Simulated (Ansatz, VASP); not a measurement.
One calculation of GaN, two programs

```
Ga N
1.0
     0.00000   -2.24909   -2.33906
     0.00000    2.24909   -2.33906
     4.67811    0.00000    0.00000
Ga N
2 2
Cartesian
  2.3391 0.0000 -2.3391
  0.0000 0.0000 0.0000
  1.1695 1.1245 -1.1695
  3.5086 -1.1245 -1.1695
```

Change from the starting cell: mode 11 frozen in at +0.000 Å, equal normal strain along x and y +0.0400.

Alike in both runs: task single point; functional PBEsol; k mesh 8 × 8 × 6; occupations gaussian, width 0.05 eV; no spin polarisation.

```csv
,VASP,Ansatz
version,VASP 6.6.1,Ansatz 0.2.0
potentials or method,"VASP PAW PBE potentials, release 64 (Ga_d, N), cutoff 520 eV","scalar-relativistic, plane waves, PAW"
valence electrons in the cell,36,36
```

```tsv
	VASP	Ansatz	Ansatz less VASP
gap on the k mesh at the Fermi level (eV)	1.11	1.09	-0.011
least direct gap on the mesh (eV)	1.11	1.09	-0.011
pressure (GPa)	-12.6	-12.5	+0.12
traceless stress, the component that is largest in VASP (GPa)	3.10	3.08	-0.020
```

VASP's potentials were made for PBE, not for PBEsol, and Ansatz warns of the same on its side.
